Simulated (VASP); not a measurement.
Input of a VASP 6.6.1 run:

The input INCAR:

```
SYSTEM = SnO2
PREC = Accurate
ENCUT = 520
EDIFF = 1E-7
ISMEAR = -1
SIGMA = 0.0388
LREAL = Auto
LASPH = .TRUE.
NELM = 80
ALGO = Normal
ISIF = 2
LWAVE = .FALSE.
LCHARG = .FALSE.
GGA = PE
NBANDS = 93
```

KPOINTS

```
Automatic mesh
0
Gamma
  2 2 2
  0.5 0.5 0.5
```

The input POSCAR:

```
SnO2
1.0
    0.0000000000     -4.7530888199      3.1969861243
   -4.7530888199      0.0000000000      3.1969861243
   -4.7530888199     -4.7530888199     -3.1969861243
Sn O
6 12
Direct
    0.3356818400      0.3328152830      0.6706037947
    0.6533420194      0.6751206993      0.3359363590
    0.0024191194     -0.0156592300      0.0048269056
    0.3352485134      0.3332214106      0.1593538576
    0.6748667754      0.6635137370      0.8339304030
    0.9999633312      1.0108894893      0.4940952209
    0.2325745134      0.2274580510      0.4631454963
    0.5672741867      0.5757915954      0.1282074517
    0.9128835566      0.8987929300      0.7910408401
    0.0211961495      0.6164173009      0.1641578452
    0.3571379241      0.9710458712      0.8497926041
    0.6949063254      0.3150646964      0.4963863717
    0.0967976107      0.1018499042      0.2056638106
    0.4273445134      0.4476386850      0.8728668301
    0.7704615715      0.7824983759      0.5312029322
    0.6348071855      0.0122656947      0.1596463042
    0.9779368105      0.3675082850      0.8401194740
    0.2953902434      0.6844002262      0.5070696189
```

Potentials or basis: VASP PAW PBE potentials, release 64 (Sn_d, O).

Run with:

```bash
$ cat potpaw_PBE.64/Sn_d/POTCAR potpaw_PBE.64/O/POTCAR > POTCAR
$ mpirun -np 1 vasp_std > vasp.out
```

**Question.** Estimate the pressure.

**Answer.** 9.9 GPa.

**Question.** Predict the largest force.

**Answer.** 1.590 eV/Å.

**Question.** Predict the band gap on the k mesh.

**Answer.** 2.80 eV.

Forces on the atoms (eV/Å):
```
Sn   0.705  0.135 -0.612
Sn   0.289 -0.828 -0.576
Sn  -0.344  0.118  0.340
Sn  -0.509 -0.983 -0.646
Sn  -0.577  0.311  0.804
Sn  -0.003 -0.529 -0.984
O   -0.160 -0.520  0.687
O    0.807  0.613 -1.035
O   -0.041  0.493 -0.402
O   -1.007  0.313  0.440
O    0.530 -0.360  1.201
O   -0.065 -0.171 -0.641
O    0.602  0.268  0.263
O    0.593  0.024  0.627
O    0.051  0.261 -0.847
O   -1.064  0.569  1.036
O    0.610 -0.084 -0.667
O   -0.419  0.372  1.013
```

Caveat: the k points lie up to 0.59 Å⁻¹ apart; spin-orbit coupling is left out, which moves the levels of the heavy elements; forces of over 1 eV/Å act on the atoms, so gaps and moduli don't describe the material at rest. A k mesh can miss the band edges.
